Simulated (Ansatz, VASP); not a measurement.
## Al in VASP and in Ansatz

File INCAR:

```
SYSTEM = Al
PREC     = Accurate       ! precision mode
ENCUT    = 520            ! plane-wave cutoff, eV
EDIFF    = 1E-6           ! SCF threshold, eV
ISMEAR   = -1             ! smearing method
SIGMA    = 0.1            ! smearing width, eV
LREAL    = .False.        ! projectors in reciprocal space
LASPH    = .True.         ! aspherical terms in the spheres
NELM     = 80             ! most SCF steps
ALGO     = Normal         ! electronic algorithm
ISIF     = 2              ! what is computed and relaxed
LWAVE    = .False.        ! write WAVECAR
LCHARG   = .True.         ! write CHGCAR
GGA      = PE             ! functional
LELF     = .True.         ! ELF
LVHAR    = .True.       
NBANDS   = 14             ! bands
```

File KPOINTS:

```
Automatic mesh
0
Gamma
  17 17 5
  0 0 0
```

POSCAR

```
Al
1.0
    2.7665499812      0.0000000000      0.0000000000
   -1.3832749906      2.3959025646      0.0000000000
    0.0000000000      0.0000000000      9.1949491082
Al
4
Direct
    0.0000000000      0.0000000000      1.0000000000
    0.0000000000      0.0000000000      0.5000000000
    0.3333333333      0.6666666667      0.2500000000
    0.6666666667      0.3333333333      0.7500000000
```

Input for Ansatz:

```yaml
crystal:
  lattice:
    - [2.7665499812, 0.0, 0.0]
    - [-1.3832749906, 2.3959025646, 0.0]
    - [0.0, 0.0, 9.1949491082]
  atoms:
    - { symbol: Al, position: [0.0, 0.0, 1.0] }
    - { symbol: Al, position: [0.0, 0.0, 0.5] }
    - { symbol: Al, position: [0.3333333333, 0.6666666667, 0.25] }
    - { symbol: Al, position: [0.6666666667, 0.3333333333, 0.75] }
hamiltonian:
  xc: pbe
  pseudopotentials:
    kind: paw
    azcp:
      Al: "pseudopotentials/Al.paw.azcp"
basis:
  ecutwfc: 420
  fft_grid_basis: typed
kpoints:
  mp_grid: { grid: [17, 17, 5], shift: [0, 0, 0] }
magnetization:
  spin_polarized: false
scf:
  occupations: { method: fermi_dirac, width: 0.1 }
output:
  stress: true
```

Alike in both runs: task single point; functional PBE; k mesh 17 × 17 × 5; occupations fermi-dirac, width 0.1 eV; no spin polarisation.

```csv
,VASP,Ansatz
version,VASP 6.6.1,Ansatz 0.2.0
potentials or method,"VASP PAW PBE potentials, release 64 (Al), cutoff 520 eV","plane waves (420 eV) with PAW, scalar-relativistic"
valence electrons in the cell,12,12
```

|  | VASP | Ansatz | Ansatz less VASP |
| --- | --- | --- | --- |
| pressure (GPa) | 7.8 | 7.8 | +0.03 |
| traceless stress, the component that is largest in VASP (GPa) | -0.98 | -0.98 | 0.000 |

With one functional, cell and mesh, what is left measures potentials, basis and numerics.
